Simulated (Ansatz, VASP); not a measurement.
One calculation of MgS, two programs

```xyz
2
Lattice="0.0000 2.7859 2.8309 2.7859 0.0000 2.8309 2.7859 2.7859 0.0000" Properties=species:S:1:pos:R:3 pbc="T T T"
Mg    0.0000    0.0000    0.0000
S     4.1788    4.1788    4.2463
```

Change from the starting cell: biaxial_xy strain -1.6%.

Alike in both runs: task single point; functional PBE; k mesh 8 × 8 × 8; occupations fermi-dirac, width 0.02 eV; no spin polarisation.

|  | VASP | Ansatz |
| --- | --- | --- |
| version | VASP 6.6.1 | Ansatz 0.2.0 |
| potentials or method | VASP PAW PBE potentials, release 64 (Mg, S) | plane waves, PAW |
| plane-wave cutoff (eV) | 520 | 420 |
| valence electrons in the cell | 8 | 16 |

VASP gave:

```
gap on the k mesh at the Fermi level (eV)                     : 3.60
pressure (GPa)                                                : 3.0
traceless stress, the component that is largest in VASP (GPa) : -0.21
```

Problem. What did Ansatz give for the same quantities?

Solution. gap on the k mesh at the Fermi level (eV): 3.61; pressure (GPa): 3.1; traceless stress, the component that is largest in VASP (GPa): -0.21.

VASP's potentials hold 8 valence electrons a cell and Ansatz's 16, so a difference there can come from the potentials and not from the codes.
